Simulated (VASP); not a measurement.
A run of VASP 6.6.1 is set up as follows.

INCAR

```
PREC = Accurate
ENCUT = 520
EDIFF = 1E-8
ISMEAR = 0
SIGMA = 0.01
LREAL = F
LASPH = T
NELM = 80
ALGO = Normal
ISIF = 2
LWAVE = F
LCHARG = F
METAGGA = R2SCAN
LMIXTAU = T
IBRION = 6
NFREE = 2
POTIM = 0.015
NSW = 1
```

KPOINTS

```
Automatic mesh
0
Gamma
  8 8 5
```

Contents of POSCAR:

```
GaN
1.0
    3.1035412319      0.0000000000      0.0000000000
   -1.5517706159      2.6877455485      0.0000000000
    0.0000000000      0.0000000000      5.2457013068
Ga N
2 2
Direct
    0.3333333333      0.6666666667      0.0033511732
    0.6666666667      0.3333333333      0.5033511732
    0.3333333333      0.6666666667      0.3736488268
    0.6666666667      0.3333333333      0.8736488268
```

Potentials or basis: VASP PAW PBE potentials, release 64 (Ga_d, N).

Run with:

```console
$ cat potpaw_PBE.64/Ga_d/POTCAR potpaw_PBE.64/N/POTCAR > POTCAR
$ mpirun -np 1 vasp_std > vasp.out
```

Task: Estimate the highest phonon frequency at Γ, LO-TO splitting left out.

Result: 724 cm⁻¹.

Phonon frequencies in cm⁻¹ (negative: imaginary):
```tsv
q point	frequencies
(0.000, 0.000, 0.000)	-3 -3 -3 126 126 356 564 592 592 603 603 724
```

Caveat: the cell stands under pressure or tension, which shifts response properties.
